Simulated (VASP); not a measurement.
# Li (Im-3m) in VASP: density of states with PBEsol

Aim: the density of states of Li with PBEsol.

All numbers are computed with VASP 6.6.1; they aren't measurements. Logs are shortened: lines on timing, memory, paths and dates and some standing lists are left out, and cuts for length are marked.

### Step 1. The cell of the first run

The structure is cubic, space group Im-3m (No. 229). The conventional cell has a = 2.630 Å, b = 2.630 Å, c = 2.630 Å, α = 90.00°, β = 90.00°, γ = 90.00°. Li (site symmetry m-3m) has 14 Li at 2.28 to 2.63 Å within 3.0 Å.

### Step 2. Density of states, PBEsol (volume scaled by 0.45)

POSCAR

```
Li
1.0
   -1.3149309380      1.3149309380      1.3149309380
    1.3149309380     -1.3149309380      1.3149309380
    1.3149309380      1.3149309380     -1.3149309380
Li
1
Direct
    0.0000000000      0.0000000000      0.0000000000
```

INCAR.step1

```
SYSTEM = Li
  PREC = Accurate
  ENCUT = 520
  EDIFF = 1E-7
  ISMEAR = -1
  SIGMA = 0.08
  LREAL = .False.
  LASPH = .True.
  NELM = 60
  ALGO = Normal
  ISIF = 2
  LWAVE = .False.
  LCHARG = .True.
  GGA = PS
  NBANDS = 8
```

KPOINTS.step1

```
regular mesh
0
Gamma
  16 16 16
  0 0 0
```

INCAR.step2

```
SYSTEM = Li
  PREC = Accurate
  ENCUT = 520
  EDIFF = 1E-7
  ISMEAR = -5
  SIGMA = 0.08
  LREAL = .False.
  LASPH = .True.
  NELM = 60
  ALGO = Normal
  ISIF = 2
  LWAVE = .False.
  LCHARG = .False.
  GGA = PS
  LORBIT = 11
  NEDOS = 1001
  ICHARG = 11
```

KPOINTS.step2

```
regular mesh
0
Gamma
  24 24 24
  0 0 0
```

Potentials or basis: VASP PAW PBE potentials, release 64 (Li_sv).

On the command line:

```
$ cat potpaw_PBE.64/Li_sv/POTCAR > POTCAR
$ cp INCAR.step1 INCAR
$ cp KPOINTS.step1 KPOINTS
$ mpirun -np 1 vasp_std > vasp.out
$ cp INCAR.step2 INCAR
$ cp KPOINTS.step2 KPOINTS
$ mpirun -np 1 vasp_std > vasp.out
```

OUTCAR:

```text
SYSTEM = Li
   PREC = Accurate
   ENCUT = 520
   EDIFF = 1E-7
   ISMEAR = -5
   LREAL = .False.
   LASPH = .True.
   NELM = 60
   ISIF = 2
   GGA = PS
   LORBIT = 11
   ICHARG = 11

 ion  position               nearest neighbor table
   1  0.000  0.000  0.000-

  LATTYP: Found a body centered cubic cell.
 ALAT       =     2.6298618760

  Lattice vectors:

 A1 = (  -1.3149309380,   1.3149309380,   1.3149309380)
 A2 = (   1.3149309380,  -1.3149309380,   1.3149309380)
 A3 = (   1.3149309380,   1.3149309380,  -1.3149309380)

Analysis of symmetry for initial positions (statically):
=====================================================================
 Subroutine PRICEL returns:
 Original cell was already a primitive cell.

 Routine SETGRP: Setting up the symmetry group for a
 body centered cubic supercell.

 Subroutine GETGRP returns: Found 48 space group operations
 (whereof 48 operations were pure point group operations)
 out of a pool of 48 trial point group operations.

The static configuration has the point symmetry O_h .

Analysis of symmetry for dynamics (positions and initial velocities):
=====================================================================
 Subroutine PRICEL returns:
 Original cell was already a primitive cell.

 Routine SETGRP: Setting up the symmetry group for a
 body centered cubic supercell.

 Subroutine GETGRP returns: Found 48 space group operations
 (whereof 48 operations were pure point group operations)
 out of a pool of 48 trial point group operations.

The dynamic configuration has the point symmetry O_h .

 Subroutine INISYM returns: Found 48 space group operations
 (whereof 48 operations are pure point group operations),
 and found     1 'primitive' translations

----------------------------------------------------------------------------------------

                                     Primitive cell

  volume of cell :       9.0943

  direct lattice vectors                    reciprocal lattice vectors
    -1.314930938  1.314930938  1.314930938     0.000000000  0.380248107  0.380248107
     1.314930938 -1.314930938  1.314930938     0.380248107  0.000000000  0.380248107
     1.314930938  1.314930938 -1.314930938     0.380248107  0.380248107  0.000000000

  length of vectors
[... 76 lines left out ...]
   ISPIN  =      1    spin polarized calculation?
   LNONCOLLINEAR =      F non collinear calculations
   LSORBIT =      F    spin-orbit coupling
   LASPH  =      T    aspherical Exc in radial PAW
   ENCUT  =  520.0 eV  38.22 Ry    6.18 a.u.   4.23  4.23  4.23*2*pi/ulx,y,z
   NELM   =     60;   NELMIN=  2; NELMDL=  0     # of ELM steps
   EDIFF  = 0.1E-06   stopping-criterion for ELM
   LREAL  =      F    real-space projection
   EDIFFG = 0.1E-05   stopping-criterion for IOM
   NSW    =      0    number of steps for IOM
   IBRION =     -1    ionic relax: 0-MD 1-quasi-New 2-CG
   NFREE  =      0    steps in history (QN), initial steepest desc. (CG)
   ISIF   =      2    stress and relaxation
   ISYM   =      2    0-nonsym 1-usesym 2-fastsym
   POTIM  = 0.5000    time-step for ionic-motion
   TEBEG  =    0.0;   TEEND  =   0.0 temperature during run
   PSTRESS=    0.0 pullay stress
   NELECT =       3.0000    total number of electrons
   NUPDOWN=      -1.0000    fix difference up-down
   EMIN   =  10.00;   EMAX   =-10.00  energy-range for DOS
   EFERMI =   0.00;   METHOD = LEGACY
   ISMEAR =    -5;   SIGMA  =   0.08  broadening in eV -4-tet -1-fermi 0-gaus
   EFERMI_NEDOS =   21; number of points for ismear=-14 and -15
   IALGO  =     38    algorithm
   IMIX   =      4    mixing-type and parameters
     AMIX     =   0.40;   BMIX     =  1.00
     AMIX_MAG =   1.60;   BMIX_MAG =  1.00
  volume/ion in A,a.u.               =       9.09        61.37
  Fermi-wavevector in a.u.,A,eV,Ry     =   1.131164  2.137590 17.409095  1.279532
  Thomas-Fermi vector in A             =   2.267862
   LORBIT       =     11    0 simple, 1 ext, 2 COOP (PROOUT), +10 PAW based schemes
   GGA     = PS    functional components
   LHFCALC =     F    Hartree Fock is set to
   AEXX    =    0.0000 exact exchange contribution
   IVDW    =     0    specifies the selected vdW correction
   LEPSILON=     F    determine dielectric tensor
   LRPA    =     F    only Hartree local field effects (RPA)
 non-spin polarized calculation
 Fermi weights with tetrahedron method with Bloechl corrections
  energy-cutoff  :      520.00
  volume of cell :        9.09
 maximum number of plane-waves:       256
 NGX is ok and might be reduce to    18

 number of electron       2.9999992 magnetization

 Free energy of the ion-electron system (eV)
  ---------------------------------------------------
  ext. energy  EPLUGINS =         0.00000000
  ---------------------------------------------------
  free energy    TOTEN  =        -1.15904900 eV

  energy without entropy =       -1.15904900  energy(sigma->0) =       -1.15904900

 E-fermi :   3.8173     XC(G=0):  -9.2981

 val. band max:        3.8050980358   @ k =  -0.3750   0.4583   0.0833
 cond. band min:       3.8153195377   @ k =  -0.3333   0.4583   0.0833
 fundamental gap:      0.0102215019
 Fermi energy:         3.8173300712

 k-point     1 :       0.0000    0.0000    0.0000
  band No.  band energies     occupation
      1     -41.3035      2.00000
      2      -0.2230      2.00000
      3      28.9086      0.00000
      4      28.9086      0.00000
      5      28.9086      0.00000
[... 177 lines left out ...]
 k-point    24 :       0.4583    0.0417    0.0000
  band No.  band energies     occupation
      1     -40.9683      2.00000
      2       3.7101      1.97641
      3      11.0019      0.00000
      4      21.3348      0.00000
      5      23.0424      0.00000

 [... further k-points ...]
[... 5 lines left out ...]
  --------------------------------------------------------------------------------------
  -------------------------------------------------------------------------------------
  Total        2.3503744      2.3503744      2.3503744     -0.0000000     -0.0000000      0.0000000
  in kB      414.0747984    414.0747984    414.0747984     -0.0000000     -0.0000000      0.0000000
  external PRESSURE =     414.0747984 kB  Pullay stress =       0.0000000 kB

 VOLUME and BASIS-vectors are now :
 -----------------------------------------------------------------------------
  energy-cutoff  :      520.00
  volume of cell :        9.09
      direct lattice vectors                 reciprocal lattice vectors
    -1.314930938  1.314930938  1.314930938     0.000000000  0.380248107  0.380248107
     1.314930938 -1.314930938  1.314930938     0.380248107  0.000000000  0.380248107
     1.314930938  1.314930938 -1.314930938     0.380248107  0.380248107  0.000000000

 POSITION                                       TOTAL-FORCE (eV/Angst)
 -----------------------------------------------------------------------------------
      0.00000      0.00000      0.00000         0.000000      0.000000      0.000000
 -----------------------------------------------------------------------------------
    total drift:                               -0.000000     -0.000000      0.000000

  FREE ENERGIE OF THE ION-ELECTRON SYSTEM (eV)
  ---------------------------------------------------
  free  energy   TOTEN  =        -1.1590489987 eV

  energy  without entropy=       -1.1590489987  energy(sigma->0) =       -1.15904900

 total charge

# of ion       s       p       d       tot
------------------------------------------
    1        2.085   0.152   0.000   2.238
```

OSZICAR.step1:

```text
N       E                     dE             d eps       ncg     rms          rms(c)
DAV:   1     0.304092958756E+00    0.30409E+00   -0.81302E+02  2584   0.286E+02
DAV:   2    -0.111521691223E+01   -0.14193E+01   -0.13127E+01  3344   0.289E+01
DAV:   3    -0.112496971468E+01   -0.97528E-02   -0.97437E-02  2632   0.189E+00
DAV:   4    -0.112500742521E+01   -0.37711E-04   -0.37710E-04  3440   0.805E-02
DAV:   5    -0.112500745165E+01   -0.26436E-07   -0.26000E-07  2656   0.166E-03    0.113E+00
DAV:   6    -0.114542282889E+01   -0.20415E-01   -0.67171E-03  2328   0.463E-01    0.731E-01
DAV:   7    -0.116197924614E+01   -0.16556E-01   -0.26106E-02  2368   0.836E-01    0.709E-02
DAV:   8    -0.116208161339E+01   -0.10237E-03   -0.41520E-04  3168   0.130E-01    0.162E-02
DAV:   9    -0.116207364692E+01    0.79665E-05   -0.15936E-05  2496   0.343E-02    0.193E-03
DAV:  10    -0.116207715011E+01   -0.35032E-05   -0.57277E-06  2472   0.188E-02    0.111E-03
DAV:  11    -0.116207726710E+01   -0.11699E-06   -0.59748E-07  2696   0.436E-03    0.107E-04
DAV:  12    -0.116207733481E+01   -0.67707E-07   -0.14206E-09  2664   0.354E-04
   1 F= -.11620773E+01 E0= -.11568824E+01  d E =-.103900E-01
```

Run time: 12 s. Hardware: 1 thread of Intel Xeon 6975P-C (Granite Rapids), shared host; peak memory 0.13 GiB.

Results:

- Valence electrons inside the program's atomic spheres: Li 2.24

Levels at points of the mesh, in eV from the Fermi level:
```tsv
k point	band 1	band 2	band 3	band 4	band 5
(0.00, 0.00, 0.00)	-45.12	-4.04	25.09	25.09	25.09
(0.50, 0.00, 0.00)	-44.79	-0.12	7.15	17.66	19.92
(0.50, 0.50, 0.50)	-44.60	9.14	9.14	9.14	12.39
```

Caveat: the cutoff is under 1.25 times the usual one of these potentials, so pressure, stress and relaxed cells hold a basis-set (Pulay) error; the PAW data sets were made with another functional, which shifts forces and pressure a little; tetrahedron occupations give inexact forces and stress in metals.
